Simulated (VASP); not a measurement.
A run of VASP 6.6.1:

Contents of POSCAR:

```
InP
1.0
    0.0000000000      2.9538133483      2.9538133483
    2.9538133483      0.0000000000      2.9538133483
    2.9538133483      2.9538133483      0.0000000000
In P
1 1
Direct
    0.0000000000      0.0000000000      0.0000000000
    0.2500000000      0.2500000000      0.2500000000
```

INCAR.step1

```
PREC = Accurate ; ENCUT = 520
ISMEAR = 0 ; SIGMA = 0.01
LREAL = F ; LASPH = T
NELM = 60 ; NBANDS = 16
GGA = PE ; ALGO = Normal
EDIFF = 1E-4 ; LWAVE = T
LCHARG = F
```

The input INCAR.step2:

```
PREC = Accurate ; ENCUT = 520
EDIFF = 1E-6 ; ISMEAR = 0
SIGMA = 0.01 ; LREAL = F
LASPH = T ; NELM = 60
ALGO = Normal ; ISIF = 2
LWAVE = F ; LCHARG = F
METAGGA = R2SCAN ; LMIXTAU = T
NBANDS = 16 ; ISTART = 1
```

KPOINTS

```
regular mesh
0
Gamma
  6 6 6
```

Potentials or basis: VASP PAW PBE potentials, release 64 (In_d, P).

Launch:

```console
$ cat potpaw_PBE.64/In_d/POTCAR potpaw_PBE.64/P/POTCAR > POTCAR
$ cp INCAR.step1 INCAR
$ mpirun -np 1 vasp_std > vasp.out
$ cp INCAR.step2 INCAR
$ mpirun -np 1 vasp_std > vasp.out
```

Hardware: 1 thread of AMD EPYC 7R13, on a shared host.

Q: Estimate the wall time of this run.

A: It took 29 s on 1 thread of AMD EPYC 7R13 (shared host), peak memory 0.18 GiB. Counts: k points 16.
